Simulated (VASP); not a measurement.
Wanted: the native input for a VASP 6.6.1 run.

| Item | Value |
| --- | --- |
| Task | single point |
| Functional | PBE |
| Potentials or basis | VASP PAW PBE potentials, release 64 (Mg, O) |
| Cutoff | 520 eV |
| k mesh | 6 × 6 × 6 |
| Occupations | fermi-dirac, width 0.01 eV |
| Spin | no spin polarisation |
| Dipole correction | no |
| Further INCAR settings | ALGO = Normal; EDIFF = 1e-06; NBANDS = 11 |

The structure of MgO lies in POSCAR:

```
MgO
1.0
    0.0000000000      2.1351500000      2.1351500000
    2.1351500000      0.0000000000      2.1351500000
    2.1351500000      2.1351500000      0.0000000000
Mg O
1 1
Direct
    0.0000000000      0.0000000000      0.0000000000
    0.5000000000      0.5000000000      0.5000000000
```

One way to write it, as run:

INCAR

```
SYSTEM = MgO
PREC     = Accurate       ! precision mode
ENCUT    = 520            ! plane-wave cutoff, eV
EDIFF    = 1E-6           ! SCF threshold, eV
ISMEAR   = -1             ! smearing method
SIGMA    = 0.01           ! smearing width, eV
LREAL    = .FALSE.        ! projectors in reciprocal space
LASPH    = .TRUE.         ! aspherical terms in the spheres
NELM     = 80             ! most SCF steps
ALGO     = Normal         ! electronic algorithm
ISIF     = 2              ! what is computed and relaxed
LWAVE    = .FALSE.        ! write WAVECAR
LCHARG   = .FALSE.        ! write CHGCAR
GGA      = PE             ! functional
NBANDS   = 11             ! bands
```

KPOINTS

```
regular mesh
0
G
  6 6 6
  0 0 0
```

Potentials or basis: VASP PAW PBE potentials, release 64 (Mg, O).

Command:

```sh
$ cat potpaw_PBE.64/Mg/POTCAR potpaw_PBE.64/O/POTCAR > POTCAR
$ mpirun -np 1 vasp_std > vasp.out
```

Results of the run:

```
Pressure               : -2.4 GPa
Band gap on the k mesh : 4.34 eV, direct
```

Caveat: the k points lie up to 0.42 Å⁻¹ apart.

Wall time 4.6 s on 1 thread of Intel(R) Xeon(R) Platinum 8488C (Sapphire Rapids), on a shared host, peak memory 0.13 GiB.
